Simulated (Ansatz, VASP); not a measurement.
## GaAs3 in VASP and in Ansatz

```
Ga As
1.0
     0.00000    3.36642    3.36642
     3.36642    0.00000    3.36642
     3.36642    3.36642    0.00000
Ga As
1 3
Direct
  0.00000 0.00000 0.00000
  0.50000 0.50000 0.50000
  0.25000 0.25000 0.25000
  0.75000 0.75000 0.75000
```

Change from the starting cell: species swapped into the ScCu3 type (Fm-3m, No. 225).

Alike in both runs: functional PBE; k mesh 5 × 5 × 5; occupations gaussian, width 0.2 eV; no spin polarisation.

Ansatz relaxed the structure, and its values are those at the end. VASP's run is a single point on that final structure, the one shown.

|  | VASP | Ansatz |
| --- | --- | --- |
| version | VASP 6.6.1 | Ansatz 0.2.0 |
| potentials or method | VASP PAW PBE potentials, release 64 (Ga_d, As), cutoff 500 eV | scalar-relativistic, plane waves, PAW |
| valence electrons in the cell | 28 | 58 |

```csv
,VASP,Ansatz,Ansatz less VASP
gap on the k mesh at the Fermi level (eV),none,none,-
pressure (GPa),0.1,0.0,-0.08
```

A gap of «none» marks a metal or a gap that the smearing closes. VASP's potentials hold 28 valence electrons a cell and Ansatz's 58, so a difference there can come from the potentials and not from the codes.
